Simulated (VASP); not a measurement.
## Na: single point with PBE

Crystal: Na.

```
CELL_PARAMETERS angstrom
3.19665 -1.85655 0.00000
3.19665 1.85655 0.00000
-2.17445 0.00000 9.36485
ATOMIC_POSITIONS crystal
Na 0.00000 0.00000 0.00000
Na 0.22242 0.22242 0.66668
Na 0.77758 0.77758 0.33332
```

```json
{
  "Program": "VASP 6.6.1",
  "Task": "single point",
  "Functional": "PBE",
  "Potentials or basis": "VASP PAW PBE potentials, release 64 (Na_pv)",
  "Cutoff": "500 eV",
  "k mesh": "4 × 4 × 2",
  "Occupations": "gaussian, width 0.1 eV",
  "Spin": "no spin polarisation"
}
```

```
Pressure : 0.1 GPa
```

Stress tensor (GPa, compression positive):
```
-0.19  0.00  0.36
 0.00  0.70  0.00
 0.36  0.00 -0.31
```

Levels at points of the mesh, in eV from the Fermi level:
```tsv
k point	band 6	band 7	band 8	band 9	band 10	band 11	band 12	band 13	band 14	band 15
(0.00, 0.00, 0.00)	-24.91	-24.91	-24.91	-24.91	-3.29	-1.55	-1.55	3.46	3.46	10.39
(0.50, 0.00, 0.00)	-24.92	-24.92	-24.92	-24.91	0.33	0.46	1.28	1.74	2.58	2.72
(0.50, 0.50, 0.00)	-24.92	-24.92	-24.92	-24.91	0.52	0.61	0.94	1.35	3.27	3.40
(0.00, 0.00, 0.50)	-24.91	-24.91	-24.91	-24.91	-2.85	-2.85	0.40	0.76	7.03	7.03
(0.50, 0.00, 0.50)	-24.92	-24.92	-24.92	-24.92	0.48	0.57	0.92	1.34	3.19	3.33
(0.50, 0.50, 0.50)	-24.92	-24.92	-24.91	-24.91	0.36	0.49	1.34	1.80	2.57	2.71
```

It took 8.9 s on 1 thread of Intel(R) Xeon(R) 6975P-C (Granite Rapids), on a shared host, peak memory 0.2 GiB.

Caveat: the k points lie up to 0.49 Å⁻¹ apart.
